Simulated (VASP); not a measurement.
# Ta: single point with PBE

The system is Ta.

```
Ta
1.0
     2.60289    0.00000    0.00000
    -1.30144    2.25417    0.00000
     0.00000    0.00000    4.54266
Ta
2
Direct
  0.33333 0.66667 0.25000
  0.66667 0.33333 0.75000
```

This isn't the form of Ta at room conditions, which is bcc.

```yaml
Program: VASP 6.6.1
Task: single point
Functional: PBE
Potentials_or_basis: VASP PAW PBE potentials, release 64 (Ta_pv)
Cutoff: 520 eV
k_mesh: 17 × 17 × 9
Occupations: fermi-dirac, width 0.1 eV
Spin: no spin polarisation
Dipole_correction: no
Further_INCAR_settings: ALGO = Normal; EDIFF = 1e-07; NBANDS = 18
```

| Property | Result |
| --- | --- |
| Pressure | 121.5 GPa |
| Band gap on the k mesh | zero (bands 11 and 12 overlap by 3.67 eV) |

Stress tensor (GPa, compression positive):
```
121.59   0.00   0.00
  0.00 121.59   0.00
  0.00   0.00 121.37
```

Levels at points of the mesh, in eV from the Fermi level:
```
           k point  band 8  band 9  band 10  band 11  band 12  band 13  band 14  band 15
(0.00, 0.00, 0.00)   -6.33   -1.11     0.23     0.23     1.22     1.22     1.70     3.64
```

Wall time 110 s on 1 thread of Intel Xeon 8259CL (shared host), peak memory 0.19 GiB.

Caveat: the cell stands under pressure; spin-orbit coupling is left out, which moves the levels of the heavy elements.
